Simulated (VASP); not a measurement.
# Zn in VASP: notebook

Runs on Zn. Level: PBE. Tasks: single point.

Everything below comes from runs of VASP 6.6.1. Logs are shortened: lines on timing, memory, paths and dates and some standing lists are left out, and cuts for length are marked.

### Step 1. The cell of the first run

Symmetry: I4/mmm, No. 139, tetragonal system. Conventional cell: a = 2.778 Å, b = 2.778 Å, c = 4.020 Å, α = 90.00°, β = 90.00°, γ = 90.00°. Within 3.7 Å of Zn (site symmetry 4/mmm) lie 12 Zn at 2.78 to 2.81 Å.

### Step 2. Single point, PBE (engineering shear strain xy +0.0000, normal strain along z +0.0233)

The input, INCAR:

```
SYSTEM = Zn
PREC = Accurate ; ENCUT = 520
EDIFF = 1E-7 ; ISMEAR = 0
SIGMA = 0.15 ; LREAL = .FALSE.
LASPH = .TRUE. ; NELM = 80
ALGO = Normal ; ISIF = 2
LWAVE = .FALSE. ; LCHARG = .FALSE.
GGA = PE ; NBANDS = 12
```

The input, KPOINTS:

```
regular mesh
0
G
  20 20 20
  0 0 0
```

The input, POSCAR:

```
Zn
1.0
    0.0000000000      1.9643393415      2.0101084482
    1.9643393415      0.0000000000      2.0101084482
    1.9643393415      1.9643393415      0.0000000000
Zn
1
Direct
    0.0000000000      0.0000000000      0.0000000000
```

Potentials or basis: VASP PAW PBE potentials, release 64 (Zn).

Started as:

```sh
$ cat potpaw_PBE.64/Zn/POTCAR > POTCAR
$ mpirun -np 1 vasp_std > vasp.out
```

OUTCAR:

```text
SYSTEM = Zn
   PREC = Accurate
   ENCUT = 520
   EDIFF = 1E-7
   ISMEAR = 0
   LREAL = .FALSE.
   LASPH = .TRUE.
   NELM = 80
   ISIF = 2
   GGA = PE

 ion  position               nearest neighbor table
   1  0.000  0.000  0.000-

  LATTYP: Found a body centered tetragonal cell.
 ALAT       =     2.7779953379
 C/A-ratio  =     1.4471647384

  Lattice vectors:

 A1 = (  -1.9643393415,   0.0000000000,   2.0101084482)
 A2 = (   1.9643393415,   0.0000000000,   2.0101084482)
 A3 = (   0.0000000000,   1.9643393415,  -2.0101084482)

Analysis of symmetry for initial positions (statically):
=====================================================================
 Subroutine PRICEL returns:
 Original cell was already a primitive cell.

 Routine SETGRP: Setting up the symmetry group for a
 body centered tetragonal supercell.

 Subroutine GETGRP returns: Found 16 space group operations
 (whereof 16 operations were pure point group operations)
 out of a pool of 16 trial point group operations.

The static configuration has the point symmetry D_4h.

Analysis of symmetry for dynamics (positions and initial velocities):
=====================================================================
 Subroutine PRICEL returns:
 Original cell was already a primitive cell.

 Routine SETGRP: Setting up the symmetry group for a
 body centered tetragonal supercell.

 Subroutine GETGRP returns: Found 16 space group operations
 (whereof 16 operations were pure point group operations)
 out of a pool of 16 trial point group operations.

The dynamic configuration has the point symmetry D_4h.

 Subroutine INISYM returns: Found 16 space group operations
 (whereof 16 operations are pure point group operations),
 and found     1 'primitive' translations

----------------------------------------------------------------------------------------

                                     Primitive cell

  volume of cell :      15.5125

  direct lattice vectors                    reciprocal lattice vectors
     0.000000000  1.964339341  2.010108448    -0.254538505  0.254538505  0.248742798
     1.964339341  0.000000000  2.010108448     0.254538505 -0.254538505  0.248742798
     1.964339341  1.964339341  0.000000000     0.254538505  0.254538505 -0.248742798

  length of vectors
     2.810545325  2.810545325  2.777995338     0.437553061  0.437553061  0.437553061

  position of ions in fractional coordinates (direct lattice)
     0.000000000  0.000000000  0.000000000

[... 77 lines left out ...]
   EDIFFG = 0.1E-05   stopping-criterion for IOM
   NSW    =      0    number of steps for IOM
   IBRION =     -1    ionic relax: 0-MD 1-quasi-New 2-CG
   NFREE  =      0    steps in history (QN), initial steepest desc. (CG)
   ISIF   =      2    stress and relaxation
   ISYM   =      2    0-nonsym 1-usesym 2-fastsym
   POTIM  = 0.5000    time-step for ionic-motion
   TEBEG  =    0.0;   TEEND  =   0.0 temperature during run
   PSTRESS=    0.0 pullay stress
   NELECT =      12.0000    total number of electrons
   NUPDOWN=      -1.0000    fix difference up-down
   EMIN   =  10.00;   EMAX   =-10.00  energy-range for DOS
   EFERMI =   0.00;   METHOD = LEGACY
   ISMEAR =     0;   SIGMA  =   0.15  broadening in eV -4-tet -1-fermi 0-gaus
   EFERMI_NEDOS =   21; number of points for ismear=-14 and -15
   IALGO  =     38    algorithm
   IMIX   =      4    mixing-type and parameters
     AMIX     =   0.40;   BMIX     =  1.00
     AMIX_MAG =   1.60;   BMIX_MAG =  1.00
  volume/ion in A,a.u.               =      15.51       104.68
  Fermi-wavevector in a.u.,A,eV,Ry     =   1.502823  2.839923 30.728432  2.258476
  Thomas-Fermi vector in A             =   2.614013
   LORBIT       =      0    0 simple, 1 ext, 2 COOP (PROOUT), +10 PAW based schemes
   GGA     = PE    functional components
   LHFCALC =     F    Hartree Fock is set to
   AEXX    =    0.0000 exact exchange contribution
   IVDW    =     0    specifies the selected vdW correction
   LEPSILON=     F    determine dielectric tensor
   LRPA    =     F    only Hartree local field effects (RPA)
 non-spin polarized calculation
 Gauss-broadening in eV      SIGMA  =   0.15
  energy-cutoff  :      520.00
  volume of cell :       15.51
 maximum number of plane-waves:       432
 NGX is ok and might be reduce to    24
   NGX = 11   NGY = 11   NGZ = 11

 number of electron      12.0000000 magnetization

 Free energy of the ion-electron system (eV)
  ---------------------------------------------------
  ext. energy  EPLUGINS =         0.00000000
  ---------------------------------------------------
  free energy    TOTEN  =        -1.08598089 eV

  energy without entropy =       -1.08307877  energy(sigma->0) =       -1.08452983

 E-fermi :   2.9325     XC(G=0): -11.4600

 val. band max:        2.9206223878   @ k =  -0.2000   0.4000   0.3500
 cond. band min:       2.9382709448   @ k =  -0.3500   0.2000   0.4500
 fundamental gap:      0.0176485569
 Fermi energy:         2.9324831703

 k-point     1 :       0.0000    0.0000    0.0000
  band No.  band energies     occupation
      1      -7.2507      2.00000
      2      -4.6741      2.00000
      3      -4.6159      2.00000
      4      -4.6159      2.00000
      5      -4.2988      2.00000
      6      -4.2465      2.00000
      7      20.8668      0.00000
      8      20.8668      0.00000
      9      20.9419      0.00000
     10      21.6592      0.00000
     11      23.6780      0.00000
     12      23.7148      0.00000
[... 331 lines left out ...]
 k-point    24 :      -0.3500    0.0500    0.0000
  band No.  band energies     occupation
      1      -5.2962      2.00000
      2      -4.6362      2.00000
      3      -4.5721      2.00000
      4      -4.1158      2.00000
      5      -4.1008      2.00000
      6      -2.6126      2.00000
      7       5.4410      0.00000
      8      16.1896      0.00000
      9      18.9683      0.00000
     10      20.6019      0.00000
     11      22.3671      0.00000
     12      23.3217      0.00000

 [... further k-points ...]
[... 5 lines left out ...]
  --------------------------------------------------------------------------------------
  -------------------------------------------------------------------------------------
  Total       -0.0514117     -0.0514117     -0.2455692      0.0000000     -0.0000000      0.0000000
  in kB       -5.3099403     -5.3099403    -25.3630798      0.0000000     -0.0000000      0.0000000
  external PRESSURE =     -11.9943201 kB  Pullay stress =       0.0000000 kB

 VOLUME and BASIS-vectors are now :
 -----------------------------------------------------------------------------
  energy-cutoff  :      520.00
  volume of cell :       15.51
      direct lattice vectors                 reciprocal lattice vectors
     0.000000000  1.964339341  2.010108448    -0.254538505  0.254538505  0.248742798
     1.964339341  0.000000000  2.010108448     0.254538505 -0.254538505  0.248742798
     1.964339341  1.964339341  0.000000000     0.254538505  0.254538505 -0.248742798

 POSITION                                       TOTAL-FORCE (eV/Angst)
 -----------------------------------------------------------------------------------
      0.00000      0.00000      0.00000         0.000000      0.000000      0.000000
 -----------------------------------------------------------------------------------
    total drift:                               -0.000000      0.000000     -0.000000

  FREE ENERGIE OF THE ION-ELECTRON SYSTEM (eV)
  ---------------------------------------------------
  free  energy   TOTEN  =        -1.0859808858 eV

  energy  without entropy=       -1.0830787672  energy(sigma->0) =       -1.08452983
```

It took 32 s on 1 thread of Intel Xeon 6975P-C (Granite Rapids), shared host; peak memory 0.22 GiB.

Results:

```
Free energy            : -1.0860 eV
Pressure               : -1.2 GPa
Band gap on the k mesh : zero (bands 6 and 7 overlap by 3.67 eV)
```

Levels at points of the mesh, in eV from the Fermi level:
```tsv
k point	band 4	band 5	band 6	band 7	band 8	band 9
(0.00, 0.00, 0.00)	-7.55	-7.23	-7.18	17.93	17.93	18.01
(0.50, 0.00, 0.00)	-6.94	-6.92	-2.81	-1.42	14.61	15.30
(0.50, 0.50, 0.00)	-6.87	-6.87	-1.18	1.28	8.62	8.62
(0.50, 0.00, 0.50)	-6.88	-6.84	-0.82	1.83	8.10	8.23
```

Caveat: the cell differs from its parent crystal (engineering shear strain xy +0.0000, normal strain along z +0.0233).

### Step 3. Single point, PBE (engineering shear strain xy +0.0000, normal strain along z +0.0467)

The input, INCAR:

```
ALGO = Normal ; EDIFF = 1E-7
ENCUT = 520 ; GGA = PE
ISIF = 2 ; ISMEAR = 0
LASPH = T ; LCHARG = T
LELF = T ; LREAL = F
LVHAR = T ; LWAVE = F
NBANDS = 12 ; NELM = 80
PREC = Accurate ; SIGMA = 0.15
```

The input, KPOINTS:

```
k-points
0
Gamma
  20 20 20
```

The input, POSCAR:

```
Zn
1.0
    0.0000000000      1.9643393415      2.0560739887
    1.9643393415      0.0000000000      2.0560739887
    1.9643393415      1.9643393415      0.0000000000
Zn
1
Direct
    0.0000000000      0.0000000000      0.0000000000
```

Potentials or basis: VASP PAW PBE potentials, release 64 (Zn).

Started as:

```sh
$ cat potpaw_PBE.64/Zn/POTCAR > POTCAR
$ mpirun -np 1 vasp_std > vasp.out
```

OUTCAR:

```text
EDIFF = 1E-7
   ENCUT = 520
   GGA = PE
   ISIF = 2
   ISMEAR = 0
   LASPH = T
   LREAL = F
   NELM = 80
   PREC = Accurate

 ion  position               nearest neighbor table
   1  0.000  0.000  0.000-

  LATTYP: Found a body centered tetragonal cell.
 ALAT       =     2.7779953379
 C/A-ratio  =     1.4802573357

  Lattice vectors:

 A1 = (  -1.9643393415,   0.0000000000,   2.0560739887)
 A2 = (   1.9643393415,   0.0000000000,   2.0560739887)
 A3 = (   0.0000000000,   1.9643393415,  -2.0560739887)

Analysis of symmetry for initial positions (statically):
[... 534 lines left out ...]
      9      18.8263      0.00000
     10      20.4981      0.00000
     11      22.2481      0.00000
     12      22.7288      0.00000

 [... further k-points ...]
[... 5 lines left out ...]
  --------------------------------------------------------------------------------------
  -------------------------------------------------------------------------------------
  Total       -0.1436366     -0.1436366     -0.4453569      0.0000000     -0.0000000      0.0000000
  in kB      -14.5035368    -14.5035368    -44.9693951      0.0000000     -0.0000000      0.0000000
  external PRESSURE =     -24.6588229 kB  Pullay stress =       0.0000000 kB

 VOLUME and BASIS-vectors are now :
 -----------------------------------------------------------------------------
  energy-cutoff  :      520.00
  volume of cell :       15.87
      direct lattice vectors                 reciprocal lattice vectors
     0.000000000  1.964339341  2.056073989    -0.254538505  0.254538505  0.243181910
     1.964339341  0.000000000  2.056073989     0.254538505 -0.254538505  0.243181910
     1.964339341  1.964339341  0.000000000     0.254538505  0.254538505 -0.243181910

 POSITION                                       TOTAL-FORCE (eV/Angst)
 -----------------------------------------------------------------------------------
      0.00000      0.00000      0.00000        -0.000000      0.000000      0.000000
 -----------------------------------------------------------------------------------
    total drift:                                0.000000      0.000000     -0.000000

  FREE ENERGIE OF THE ION-ELECTRON SYSTEM (eV)
  ---------------------------------------------------
  free  energy   TOTEN  =        -1.0780751801 eV

  energy  without entropy=       -1.0744250474  energy(sigma->0) =       -1.07625011
```

stdout:

```text
POSCAR found type information on POSCAR Zn
 POSCAR found :  1 types and       1 ions
 scaLAPACK will be used
 LDA part: xc-table for (Slater+PW92), standard interpolation
 POSCAR, INCAR and KPOINTS ok, starting setup
 FFT: planning ... GRIDC
 FFT: planning ... GRID_SOFT
 FFT: planning ... GRID
 WAVECAR not read
 entering main loop
```

It took 33 s on 1 thread of Intel Xeon 6975P-C (Granite Rapids), shared host; peak memory 0.22 GiB.

Results:

* Free energy: -1.0781 eV
* Pressure: -2.5 GPa
* Band gap on the k mesh: zero (bands 6 and 7 overlap by 3.72 eV)

Stress tensor (GPa, compression positive):
```
-1.45  0.00  0.00
 0.00 -1.45  0.00
 0.00  0.00 -4.50
```

Levels at points of the mesh, in eV from the Fermi level:
| k point | band 4 | band 5 | band 6 | band 7 | band 8 | band 9 |
| --- | --- | --- | --- | --- | --- | --- |
| (0.00, 0.00, 0.00) | -7.46 | -7.21 | -7.11 | 17.62 | 17.62 | 17.77 |
| (0.50, 0.00, 0.00) | -6.91 | -6.87 | -2.70 | -1.44 | 13.95 | 15.37 |
| (0.50, 0.50, 0.00) | -6.83 | -6.83 | -1.33 | 0.86 | 8.81 | 8.81 |
| (0.50, 0.00, 0.50) | -6.86 | -6.79 | -0.63 | 1.93 | 7.80 | 8.07 |

Caveat: the cell differs from its parent crystal (engineering shear strain xy +0.0000, normal strain along z +0.0467).

(Continued in part 2 of 2.)
